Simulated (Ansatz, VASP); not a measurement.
FeSi in VASP and in Ansatz

```
CELL_PARAMETERS angstrom
4.31031 0.00000 0.00000
0.00000 4.31031 0.00000
0.00000 0.00000 4.31031
ATOMIC_POSITIONS crystal
Fe 0.13960 0.13960 0.13960
Fe 0.36040 0.86040 0.63960
Fe 0.63960 0.36040 0.86040
Fe 0.86040 0.63960 0.36040
Si 0.84234 0.84234 0.84234
Si 0.65766 0.15766 0.34234
Si 0.34234 0.65766 0.15766
Si 0.15766 0.34234 0.65766
```

Alike in both runs: functional PBE; k mesh 8 × 8 × 8; occupations gaussian, width 0.01 eV; no spin polarisation.

Ansatz relaxed the structure, and its values are those at the end. VASP's run is a single point on that final structure, the one shown.

|  | VASP | Ansatz |
| --- | --- | --- |
| version | VASP 6.6.1 | Ansatz 0.2.0 |
| potentials or method | VASP PAW PBE potentials, release 64 (Fe, Si), cutoff 520 eV | scalar-relativistic, plane waves, PAW |
| valence electrons in the cell | 48 | 80 |

VASP gave:

```
gap on the k mesh at the Fermi level (eV) : 0.16
least direct gap on the mesh (eV)         : 0.17
pressure (GPa)                            : 26.0
rms of the force components (eV/Å)        : 0.017
```

Q: Which values does Ansatz return?

A: gap on the k mesh at the Fermi level (eV): 0.16; least direct gap on the mesh (eV): 0.18; pressure (GPa): 25.7; rms of the force components (eV/Å): 0.001.

With one functional, cell and mesh, what is left measures potentials, basis and numerics. VASP's potentials hold 48 valence electrons a cell and Ansatz's 80, so a difference there can come from the potentials and not from the codes. Ansatz's warnings: stress scf threshold loose.
